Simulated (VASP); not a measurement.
# BAs (r.B) in VASP: single point with PBE+D4

Aim: the single point of BAs (r.B) with PBE+D4.

Program: VASP 6.6.1. These are calculated values, not measurements. Logs are shortened: lines on timing, memory, paths and dates and some standing lists are left out, and cuts for length are marked.

### Step 1. The cell of the first run

The cell holds a sheet with vacuum, 2 atoms: a = 3.372 Å, b = 3.372 Å, c = 23.800 Å, α = 90.00°, β = 90.00°, γ = 120.00°.

### Step 2. Single point, PBE+D4

File INCAR:

```
PREC     = Accurate       # precision mode
ENCUT    = 420            # plane-wave cutoff, eV
EDIFF    = 1E-6           # SCF threshold, eV
ISMEAR   = 0              # smearing method
SIGMA    = 0.03           # smearing width, eV
LREAL    = False          # projectors in reciprocal space
LASPH    = True           # aspherical terms in the spheres
NELM     = 120            # most SCF steps
ALGO     = Normal         # electronic algorithm
ISIF     = 2              # what is computed and relaxed
LWAVE    = False          # write WAVECAR
LCHARG   = False          # write CHGCAR
LDIPOL   = True         
IDIPOL   = 3            
DIPOL    = 0.5 0.5 0.294
GGA      = PE             # functional
IVDW     = 13             # dispersion correction
NBANDS   = 11             # bands
GGA_COMPAT= False        
NELMDL   = -8
```

File KPOINTS:

```
regular mesh
0
Gamma
  12 12 1
```

File POSCAR:

```
BAs
1.0
    3.3720580677      0.0000000000      0.0000000000
   -1.6860290339      2.9202879497      0.0000000000
    0.0000000000      0.0000000000     23.8000000000
B As
1 1
Direct
    0.3333333333      0.6666666667      0.2941176471
    0.6666666667      0.3333333333      0.2941176471
```

Potentials or basis: VASP PAW PBE potentials, release 64 (B, As).

Launch:

```sh
$ cat potpaw_PBE.64/B/POTCAR potpaw_PBE.64/As/POTCAR > POTCAR
$ mpirun -np 1 vasp_std > vasp.out
```

OUTCAR:

```text
PREC = Accurate
   ENCUT = 420
   EDIFF = 1E-6
   ISMEAR = 0
   LREAL = False
   LASPH = True
   NELM = 120
   ISIF = 2
   GGA = PE
   IVDW = 13
   NELMDL = -8

 ion  position               nearest neighbor table
   1  0.333  0.667  0.294-   2 1.95   2 1.95   2 1.95
   2  0.667  0.333  0.294-   1 1.95   1 1.95   1 1.95

  LATTYP: Found a hexagonal cell.
 ALAT       =     3.3720580677
 C/A-ratio  =     7.0580041987

  Lattice vectors:

 A1 = (   3.3720580677,   0.0000000000,   0.0000000000)
 A2 = (  -1.6860290339,   2.9202879497,   0.0000000000)
 A3 = (   0.0000000000,   0.0000000000,  23.8000000000)

Analysis of symmetry for initial positions (statically):
=====================================================================
 Subroutine PRICEL returns:
 Original cell was already a primitive cell.

 Routine SETGRP: Setting up the symmetry group for a
 hexagonal supercell.

 Subroutine GETGRP returns: Found 12 space group operations
 (whereof  6 operations were pure point group operations)
 out of a pool of 24 trial point group operations.

The static configuration has the point symmetry C_3v.
 The point group associated with its full space group is D_3h.

Analysis of symmetry for dynamics (positions and initial velocities):
=====================================================================
 Subroutine PRICEL returns:
 Original cell was already a primitive cell.

 Routine SETGRP: Setting up the symmetry group for a
 hexagonal supercell.

 Subroutine GETGRP returns: Found 12 space group operations
 (whereof  6 operations were pure point group operations)
 out of a pool of 24 trial point group operations.

The dynamic configuration has the point symmetry C_3v.
 The point group associated with its full space group is D_3h.

 Subroutine INISYM returns: Found 12 space group operations
 (whereof  6 operations are pure point group operations),
 and found     1 'primitive' translations

----------------------------------------------------------------------------------------

                                     Primitive cell

  volume of cell :     234.3677

  direct lattice vectors                    reciprocal lattice vectors
     3.372058068  0.000000000  0.000000000     0.296554798  0.171215993  0.000000000
    -1.686029034  2.920287950  0.000000000     0.000000000  0.342431985  0.000000000
     0.000000000  0.000000000 23.800000000     0.000000000  0.000000000  0.042016807

  length of vectors
     3.372058068  3.372058068 23.800000000     0.342431985  0.342431985  0.042016807

  position of ions in fractional coordinates (direct lattice)
     0.333333333  0.666666667  0.294117647
     0.666666667  0.333333333  0.294117647

  ion indices of the primitive-cell ions
   primitive index   ion index
                 1           1
                 2           2

----------------------------------------------------------------------------------------

 KPOINTS: regular mesh

Automatic generation of k-mesh.
 Grid dimensions read from file:
 generate k-points for:   12   12    1

 Generating k-lattice:

  Cartesian coordinates                     Fractional coordinates (reciprocal lattice)
     0.024712900  0.014267999  0.000000000     0.083333333  0.000000000  0.000000000
     0.000000000  0.028535999  0.000000000     0.000000000  0.083333333  0.000000000
     0.000000000  0.000000000  0.042016807     0.000000000  0.000000000  1.000000000

  Length of vectors
     0.028535999  0.028535999  0.042016807

  Shift w.r.t. Gamma in fractional coordinates (k-lattice)
     0.000000000  0.000000000  0.000000000

 Subroutine IBZKPT returns following result:
 ===========================================

 Found     19 irreducible k-points:

 Following reciprocal coordinates:
            Coordinates               Weight
  0.000000  0.000000  0.000000      1.000000
  0.083333  0.000000  0.000000      6.000000
  0.166667  0.000000  0.000000      6.000000
  0.250000  0.000000  0.000000      6.000000
  0.333333 -0.000000  0.000000      6.000000
  0.416667  0.000000  0.000000      6.000000
[... 11 lines left out ...]
  0.333333  0.250000  0.000000     12.000000
  0.333333  0.333333  0.000000      2.000000
   k-points           NKPTS =     19   k-points in BZ     NKDIM =     19   number of bands    NBANDS=     11
   number of dos      NEDOS =    301   number of ions     NIONS =      2
   total plane-waves  NPLWV =  92160
   dimension x,y,z NGX =    24 NGY =   24 NGZ =  160
   dimension x,y,z NGXF=    48 NGYF=   48 NGZF=  320
   ions per type =               1   1
   NGX,Y,Z   is equivalent  to a cutoff of  11.83, 11.83, 11.18 a.u.
   NGXF,Y,Z  is equivalent  to a cutoff of  23.66, 23.66, 22.35 a.u.
 SYSTEM =  unknown system
   PREC   = accura    normal or accurate (medium, high low for compatibility)
   ISTART =      0    job   : 0-new  1-cont  2-samecut
   ICHARG =      2    charge: 1-file 2-atom 10-const
   ISPIN  =      1    spin polarized calculation?
   LNONCOLLINEAR =      F non collinear calculations
   LSORBIT =      F    spin-orbit coupling
   LASPH  =      T    aspherical Exc in radial PAW
   ENCUT  =  420.0 eV  30.87 Ry    5.56 a.u.   5.63  5.63 39.77*2*pi/ulx,y,z
   NELM   =    120;   NELMIN=  2; NELMDL= -8     # of ELM steps
   EDIFF  = 0.1E-05   stopping-criterion for ELM
   LREAL  =      F    real-space projection
   EDIFFG = 0.1E-04   stopping-criterion for IOM
   NSW    =      0    number of steps for IOM
   IBRION =     -1    ionic relax: 0-MD 1-quasi-New 2-CG
   NFREE  =      0    steps in history (QN), initial steepest desc. (CG)
   ISIF   =      2    stress and relaxation
   ISYM   =      2    0-nonsym 1-usesym 2-fastsym
   POTIM  = 0.5000    time-step for ionic-motion
   TEBEG  =    0.0;   TEEND  =   0.0 temperature during run
   PSTRESS=    0.0 pullay stress
   NELECT =       8.0000    total number of electrons
   NUPDOWN=      -1.0000    fix difference up-down
   EMIN   =  10.00;   EMAX   =-10.00  energy-range for DOS
   EFERMI =   0.00;   METHOD = LEGACY
   ISMEAR =     0;   SIGMA  =   0.03  broadening in eV -4-tet -1-fermi 0-gaus
   EFERMI_NEDOS =   21; number of points for ismear=-14 and -15
   IALGO  =     38    algorithm
   IMIX   =      4    mixing-type and parameters
     AMIX     =   0.40;   BMIX     =  1.00
     AMIX_MAG =   1.60;   BMIX_MAG =  1.00
  volume/ion in A,a.u.               =     117.18       790.80
  Fermi-wavevector in a.u.,A,eV,Ry     =   0.531054  1.003547  3.837097  0.282019
  Thomas-Fermi vector in A             =   1.553901
   LORBIT       =      0    0 simple, 1 ext, 2 COOP (PROOUT), +10 PAW based schemes
   GGA     = PE    functional components
   LHFCALC =     F    Hartree Fock is set to
   AEXX    =    0.0000 exact exchange contribution
   IVDW    =    13    specifies the selected vdW correction
   LEPSILON=     F    determine dielectric tensor
   LRPA    =     F    only Hartree local field effects (RPA)
 non-spin polarized calculation
 Gauss-broadening in eV      SIGMA  =   0.03
  energy-cutoff  :      420.00
  volume of cell :      234.37
 maximum number of plane-waves:      4613
 NGX is ok and might be reduce to    24
   NGX = 11   NGY = 11   NGZ = 79

 dipolmoment           0.000000      0.000000     -0.000000 electrons x Angstroem

 number of electron       7.9999999 magnetization

 dipolmoment           0.000000      0.000000      0.000000 electrons x Angstroem

 Free energy of the ion-electron system (eV)
  ---------------------------------------------------
  ext. energy  EPLUGINS =         0.00000000
  ---------------------------------------------------
  free energy    TOTEN  =       -10.64005674 eV

  energy without entropy =      -10.64005674  energy(sigma->0) =      -10.64005674

 E-fermi :  -3.4822     XC(G=0):  -1.8203

 val. band max:       -3.6442404312   @ k =   0.3333   0.3333   0.0000
 cond. band min:      -2.9029683591   @ k =   0.3333   0.3333   0.0000
 fundamental gap:      0.7412720721
 Fermi energy:        -3.4821599757

 k-point     1 :       0.0000    0.0000    0.0000
  band No.  band energies     occupation
      1     -17.5171      2.00000
      2      -7.6135      2.00000
      3      -5.1654      2.00000
      4      -5.1654      2.00000
      5      -0.0430      0.00000
      6       0.2724      0.00000
      7       0.9807      0.00000
      8       1.2044      0.00000
      9       1.2044      0.00000
     10       1.3205      0.00000
     11       1.9370      0.00000

 k-point     2 :       0.0833    0.0000    0.0000
  band No.  band energies     occupation
      1     -17.4200      2.00000
      2      -7.5038      2.00000
      3      -5.7999      2.00000
      4      -5.3782      2.00000
      5       0.0792      0.00000
      6       0.3924      0.00000
      7       1.0991      0.00000
      8       1.4349      0.00000
      9       1.5089      0.00000
     10       1.6288      0.00000
     11       2.0551      0.00000

 k-point     3 :       0.1667    0.0000    0.0000
  band No.  band energies     occupation
      1     -17.1323      2.00000
      2      -7.1835      2.00000
      3      -7.1776      2.00000
      4      -5.8710      2.00000
      5       0.0585      0.00000
      6       0.4636      0.00000
      7       1.4451      0.00000
      8       1.8071      0.00000
      9       2.3331      0.00000
     10       2.5928      0.00000
     11       2.5969      0.00000
[... 197 lines left out ...]
 k-point    18 :       0.3333    0.2500    0.0000
  band No.  band energies     occupation
      1     -14.7662      2.00000
      2     -11.5094      2.00000
      3      -9.3031      2.00000
      4      -4.1426      2.00000
      5      -2.4268      0.00000
      6       2.3403      0.00000
      7       3.0456      0.00000
      8       4.1213      0.00000
      9       4.9354      0.00000
     10       5.6038      0.00000
     11       5.8407      0.00000

 k-point    19 :       0.3333    0.3333    0.0000
  band No.  band energies     occupation
      1     -14.5816      2.00000
      2     -11.5672      2.00000
      3      -9.6769      2.00000
      4      -3.6442      2.00000
      5      -2.9030      0.00000
      6       2.7508      0.00000
      7       3.0079      0.00000
      8       4.8390      0.00000
      9       5.5326      0.00000
     10       5.8913      0.00000
     11       6.3332      0.00000

------------------------ aborting loop because EDIFF is reached ----------------------------------------

 vacuum level on the upper side and lower side of the slab       (xc-potential included)        -0.010        -0.009

  DFT-D4 for vdW energy calculation

  Edisp (eV):   -0.32291

  FORCE on cell =-STRESS in cart. coord.  units (eV):
  Direction    XX          YY          ZZ          XY          YZ          ZX
  --------------------------------------------------------------------------------------
  -------------------------------------------------------------------------------------
  Total       0.19755     0.19755    -0.00635    -0.00000     0.00000     0.00000
  in kB       1.35048     1.35048    -0.04343    -0.00000     0.00000     0.00000
  external pressure =        0.89 kB  Pullay stress =        0.00 kB

 VOLUME and BASIS-vectors are now :
 -----------------------------------------------------------------------------
  energy-cutoff  :      420.00
  volume of cell :      234.37
      direct lattice vectors                 reciprocal lattice vectors
     3.372058068  0.000000000  0.000000000     0.296554798  0.171215993  0.000000000
    -1.686029034  2.920287950  0.000000000     0.000000000  0.342431985  0.000000000
     0.000000000  0.000000000 23.800000000     0.000000000  0.000000000  0.042016807

 POSITION                                       TOTAL-FORCE (eV/Angst)
 -----------------------------------------------------------------------------------
     -0.00000      1.94686      7.00000        -0.000000     -0.000000      0.000000
      1.68603      0.97343      7.00000         0.000000      0.000000     -0.000000
 -----------------------------------------------------------------------------------
    total drift:                                0.000000     -0.000000      0.000004

  FREE ENERGIE OF THE ION-ELECTRON SYSTEM (eV)
  ---------------------------------------------------
  free  energy   TOTEN  =       -10.9629625490 eV

  energy  without entropy=      -10.9629625490  energy(sigma->0) =      -10.96296255

 vacuum level on the upper side and lower side of the slab         1.227         1.227
```

It took 34 s on 1 thread of Intel Xeon 6975P-C (Granite Rapids), shared host; peak memory 0.28 GiB.

Results:

- Free energy: -10.9630 eV
- Band gap on the k mesh: 0.74 eV, direct
- Dispersion energy per atom: -0.161 eV

Levels at points of the mesh, in eV from the valence-band top:
```
           k point  band 1  band 2  band 3  band 4  band 5  band 6  band 7  band 8  band 9
(0.00, 0.00, 0.00)  -13.87   -3.97   -1.52   -1.52    3.60    3.92    4.62    4.85    4.85
(0.50, 0.00, 0.00)  -11.44   -8.25   -3.60   -1.06    1.44    2.53    7.49    8.09    8.54
```
